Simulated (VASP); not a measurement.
Here is a VASP 6.6.1 calculation.

File INCAR:

```
SYSTEM = Ir
PREC = Accurate
ENCUT = 520
EDIFF = 1E-6
ISMEAR = 0
SIGMA = 0.1
LREAL = .FALSE.
LASPH = .TRUE.
NELM = 100
ALGO = Normal
ISIF = 2
LWAVE = .FALSE.
LCHARG = .FALSE.
NBANDS = 16
```

The input KPOINTS:

```
Automatic mesh
0
G
  12 12 7
  0 0 0
```

The input POSCAR:

```
Ir
1.0
    2.8053402881      0.0000000000      0.0000000000
   -1.4026701441      2.4294957076      0.0000000000
    0.0000000000      0.0000000000      4.5498081014
Ir
2
Direct
    0.6666666667      0.3333333333      0.7500000000
    0.3333333333      0.6666666667      0.2500000000
```

Potentials or basis: VASP PAW LDA potentials, release 64 (Ir).

Command:

```console
$ cat potpaw_LDA.64/Ir/POTCAR > POTCAR
$ mpirun -np 1 vasp_std > vasp.out
```

Task: What does it give for the band gap on the k mesh?

Result: Zero (band 9 reaches 9.68 eV, above the bottom of band 10 at 6.81 eV).

Task: Estimate the pressure.

Result: -31.8 GPa.

Stress tensor (GPa, compression positive):
```
-31.99   0.00   0.00
  0.00 -31.99   0.00
  0.00   0.00 -31.43
```

Caveat: spin-orbit coupling is left out, which moves the levels of the heavy elements.
